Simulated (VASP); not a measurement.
# Sb in VASP: single point with revPBE+D3(BJ)

Aim: the single point of Sb with revPBE+D3(BJ).

Everything below comes from runs of VASP 6.6.1. Logs are shortened: lines on timing, memory, paths and dates and some standing lists are left out, and cuts for length are marked.

## Step 1: The cell of the first run

The cell holds a slab with vacuum, 2 atoms: a = 4.080 Å, b = 4.080 Å, c = 26.870 Å, α = 90.00°, β = 90.00°, γ = 120.00°.

## Step 2: Single point, revPBE+D3(BJ)

INCAR

```
SYSTEM = Sb
PREC = Accurate
ENCUT = 400
EDIFF = 1E-6
ISMEAR = 0
SIGMA = 0.04
LREAL = .False.
LASPH = .True.
NELM = 120
ALGO = Normal
ISIF = 2
LWAVE = .False.
LCHARG = .False.
LDIPOL = .True.
IDIPOL = 3
DIPOL = 0.5 0.5 0.320
GGA = RE
IVDW = 12
NBANDS = 22
GGA_COMPAT = .False.
NELMDL = -8
```

KPOINTS

```
regular mesh
0
Gamma
  12 12 1
  0 0 0
```

POSCAR

```
Sb
1.0
    4.0799266527      0.0000000000      0.0000000000
   -2.0399633263      3.5333201268      0.0000000000
    0.0000000000      0.0000000000     26.8700000000
Sb
2
Direct
    0.3333333333      0.6666666667      0.2895688410
    0.6666666667      0.3333333333      0.3510125849
```

Potentials or basis: VASP PAW PBE potentials, release 64 (Sb_d_GW).

Run with:

```console
$ cat potpaw_PBE.64/Sb_d_GW/POTCAR > POTCAR
$ mpirun -np 1 vasp_std > vasp.out
```

OUTCAR:

```text
SYSTEM = Sb
   PREC = Accurate
   ENCUT = 400
   EDIFF = 1E-6
   ISMEAR = 0
   LREAL = .False.
   LASPH = .True.
   NELM = 120
   ISIF = 2
   GGA = RE
   IVDW = 12
   NELMDL = -8
 IVDW          = 12

 ion  position               nearest neighbor table
   1  0.333  0.667  0.290-   2 2.88   2 2.88   2 2.88
   2  0.667  0.333  0.351-   1 2.88   1 2.88   1 2.88

  LATTYP: Found a hexagonal cell.
 ALAT       =     4.0799266527
 C/A-ratio  =     6.5859027103

  Lattice vectors:

 A1 = (   4.0799266527,   0.0000000000,   0.0000000000)
 A2 = (  -2.0399633263,   3.5333201268,   0.0000000000)
 A3 = (   0.0000000000,   0.0000000000,  26.8700000000)

Analysis of symmetry for initial positions (statically):
=====================================================================
 Subroutine PRICEL returns:
 Original cell was already a primitive cell.

 Routine SETGRP: Setting up the symmetry group for a
 hexagonal supercell.

 Subroutine GETGRP returns: Found 12 space group operations
 (whereof  6 operations were pure point group operations)
 out of a pool of 24 trial point group operations.

The static configuration has the point symmetry C_3v.
 The point group associated with its full space group is D_3d.

Analysis of symmetry for dynamics (positions and initial velocities):
=====================================================================
 Subroutine PRICEL returns:
 Original cell was already a primitive cell.

 Routine SETGRP: Setting up the symmetry group for a
 hexagonal supercell.

 Subroutine GETGRP returns: Found 12 space group operations
 (whereof  6 operations were pure point group operations)
 out of a pool of 24 trial point group operations.

The dynamic configuration has the point symmetry C_3v.
 The point group associated with its full space group is D_3d.

 Subroutine INISYM returns: Found 12 space group operations
 (whereof  6 operations are pure point group operations),
 and found     1 'primitive' translations

----------------------------------------------------------------------------------------

                                     Primitive cell

  volume of cell :     387.3495

  direct lattice vectors                    reciprocal lattice vectors
     4.079926653  0.000000000  0.000000000     0.245102445  0.141509963  0.000000000
    -2.039963326  3.533320127  0.000000000     0.000000000  0.283019926  0.000000000
     0.000000000  0.000000000 26.870000000     0.000000000  0.000000000  0.037216226

  length of vectors
     4.079926653  4.079926653 26.870000000     0.283019926  0.283019926  0.037216226
[... 81 lines left out ...]
   ISIF   =      2    stress and relaxation
   ISYM   =      2    0-nonsym 1-usesym 2-fastsym
   POTIM  = 0.5000    time-step for ionic-motion
   TEBEG  =    0.0;   TEEND  =   0.0 temperature during run
   PSTRESS=    0.0 pullay stress
   NELECT =      30.0000    total number of electrons
   NUPDOWN=      -1.0000    fix difference up-down
   EMIN   =  10.00;   EMAX   =-10.00  energy-range for DOS
   EFERMI =   0.00;   METHOD = LEGACY
   ISMEAR =     0;   SIGMA  =   0.04  broadening in eV -4-tet -1-fermi 0-gaus
   EFERMI_NEDOS =   21; number of points for ismear=-14 and -15
   IALGO  =     38    algorithm
   IMIX   =      4    mixing-type and parameters
     AMIX     =   0.40;   BMIX     =  1.00
     AMIX_MAG =   1.60;   BMIX_MAG =  1.00
  volume/ion in A,a.u.               =     193.67      1306.98
  Fermi-wavevector in a.u.,A,eV,Ry     =   0.697827  1.318701  6.625522  0.486962
  Thomas-Fermi vector in A             =   1.781262
   LORBIT       =      0    0 simple, 1 ext, 2 COOP (PROOUT), +10 PAW based schemes
   GGA     = RE    functional components
   LHFCALC =     F    Hartree Fock is set to
   AEXX    =    0.0000 exact exchange contribution
   IVDW    =    12    specifies the selected vdW correction
   LEPSILON=     F    determine dielectric tensor
   LRPA    =     F    only Hartree local field effects (RPA)
 non-spin polarized calculation
 Gauss-broadening in eV      SIGMA  =   0.04
  energy-cutoff  :      400.00
  volume of cell :      387.35
 maximum number of plane-waves:      7107
 NGX is ok and might be reduce to    28
   NGX = 13   NGY = 13   NGZ = 87

 dipolmoment           0.000000      0.000000     -0.000002 electrons x Angstroem

 number of electron      29.9999999 magnetization

 dipolmoment           0.000000      0.000000      0.000004 electrons x Angstroem

 Free energy of the ion-electron system (eV)
  ---------------------------------------------------
  ext. energy  EPLUGINS =         0.00000000
  ---------------------------------------------------
  free energy    TOTEN  =        -7.67062327 eV

  energy without entropy =       -7.67062327  energy(sigma->0) =       -7.67062327

 E-fermi :  -2.9323     XC(G=0):  -2.0817

 val. band max:       -3.1548443780   @ k =   0.0000   0.0000   0.0000
 cond. band min:      -1.9125813708   @ k =   0.3333   0.0000   0.0000
 fundamental gap:      1.2422630072
 Fermi energy:        -2.9322645730

 k-point     1 :       0.0000    0.0000    0.0000
  band No.  band energies     occupation
      1     -31.8302      2.00000
      2     -31.8302      2.00000
      3     -31.7574      2.00000
      4     -31.7574      2.00000
      5     -31.7103      2.00000
      6     -31.6476      2.00000
[... 464 lines left out ...]
     21       4.2213      0.00000
     22       4.7437      0.00000

------------------------ aborting loop because EDIFF is reached ----------------------------------------

 vacuum level on the upper side and lower side of the slab       (xc-potential included)        -0.010        -0.010

 Edisp (eV)   -0.91247

 E8    (eV) :    -0.6805

  FORCE on cell =-STRESS in cart. coord.  units (eV):
  Direction    XX          YY          ZZ          XY          YZ          ZX
  --------------------------------------------------------------------------------------
  -------------------------------------------------------------------------------------
  Total      -0.31000    -0.31000    -0.09172    -0.00000     0.00000    -0.00000
  in kB      -1.28225    -1.28225    -0.37938    -0.00000     0.00000    -0.00000
  external pressure =       -0.98 kB  Pullay stress =        0.00 kB

 VOLUME and BASIS-vectors are now :
 -----------------------------------------------------------------------------
  energy-cutoff  :      400.00
  volume of cell :      387.35
      direct lattice vectors                 reciprocal lattice vectors
     4.079926653  0.000000000  0.000000000     0.245102445  0.141509963  0.000000000
    -2.039963326  3.533320127  0.000000000     0.000000000  0.283019926  0.000000000
     0.000000000  0.000000000 26.870000000     0.000000000  0.000000000  0.037216226

 POSITION                                       TOTAL-FORCE (eV/Angst)
 -----------------------------------------------------------------------------------
     -0.00000      2.35555      7.78071         0.000000     -0.000000     -0.026541
      2.03996      1.17777      9.43171        -0.000000      0.000000      0.026541
 -----------------------------------------------------------------------------------
    total drift:                                0.000000      0.000000      0.000295

  FREE ENERGIE OF THE ION-ELECTRON SYSTEM (eV)
  ---------------------------------------------------
  free  energy   TOTEN  =        -8.5830939112 eV

  energy  without entropy=       -8.5830939112  energy(sigma->0) =       -8.58309391

 vacuum level on the upper side and lower side of the slab         1.463         1.462
```

OSZICAR:

```text
N       E                     dE             d eps       ncg     rms          rms(c)
DAV:   1     0.291800225579E+03    0.29180E+03   -0.11012E+04  1176   0.654E+03
DAV:   2     0.881613912178E+02   -0.20364E+03   -0.19183E+03  1456   0.144E+03
DAV:   3     0.544751696438E+01   -0.82714E+02   -0.82201E+02  1618   0.316E+02
[... 15 lines left out ...]
DAV:  19    -0.767059975405E+01   -0.11212E-04   -0.48746E-07   992   0.872E-03    0.525E-04
DAV:  20    -0.767061648491E+01   -0.16731E-04   -0.74058E-07   890   0.175E-02    0.403E-04
DAV:  21    -0.767061995875E+01   -0.34738E-05   -0.11068E-07   852   0.138E-02    0.198E-04
DAV:  22    -0.767062309762E+01   -0.31389E-05   -0.18727E-07   842   0.776E-03    0.183E-04
DAV:  23    -0.767062326640E+01   -0.16877E-06   -0.28811E-08   766   0.588E-03
   1 F= -.85830939E+01 E0= -.85830939E+01  d E =-.111891E-16
```

It took 2.5 min on 1 thread of AMD EPYC 7R13 (Zen 3), shared host; peak memory 0.38 GiB.

Results:

```
Free energy                : -8.5831 eV
Largest force              : 0.027 eV/Å
Band gap on the k mesh     : 1.24 eV (least direct gap 1.70 eV)
Dispersion energy per atom : -0.456 eV
```

Forces in eV/Å, atoms in the order of the input:
```
Sb   0.000  0.000 -0.027
Sb   0.000  0.000  0.027
```

Caveat: the PAW data sets were made with another functional, which shifts forces and pressure a little; spin-orbit coupling is left out, which moves the levels of the heavy elements.
